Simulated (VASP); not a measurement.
Runs of VASP 6.6.1 on Te2Pt. The structure is that of space group P-3m1 (No. 164), or close to it. The cells are those of the table. 

| fixed moment (μB) | cell | pressure (GPa) | moment (μB) | largest force (eV/Å) |
| --- | --- | --- | --- | --- |
| 0.4375 | a = 4.404, b = 4.404, c = 5.805 Å, angles 90.0, 90.0, 120.0°, 3 atoms | (a) | 0.44 | 1.32 |
| 0.1875 | a = 4.304, b = 4.304, c = 5.673 Å, angles 90.0, 90.0, 120.0°, 3 atoms | -9.7 | 0.19 | 1.08 |
| 0.3125 | a = 4.199, b = 4.199, c = 5.534 Å, angles 90.0, 90.0, 120.0°, 3 atoms | -6.1 | 0.31 | 0.62 |
| 0.25 | a = 4.199, b = 4.199, c = 5.534 Å, angles 90.0, 90.0, 120.0°, 3 atoms | -6.1 | 0.25 | 0.63 |
| 0.125 | a = 4.199, b = 4.199, c = 5.534 Å, angles 90.0, 90.0, 120.0°, 3 atoms | -6.2 | 0.12 | 0.65 |

Alike in all rows: task single point; level PBE; potentials or basis VASP PAW PBE potentials, release 64 (Te, Pt); spin collinear; k mesh 12 × 12 × 8; cutoff (eV) 500; smearing gaussian 0.15 eV.

Fill in the values left out.

(a) -11.6.

Caveats: the cell stands under tension; the total moment is fixed, so each spin has its own Fermi level and the state may be an excited one; forces of over 1 eV/Å act on the atoms, so gaps and moduli don't describe the material at rest (at least some runs); this functional lacks dispersion, which binds layers or chains, so the pressure and a relaxed spacing across them are unreliable (at least some runs).
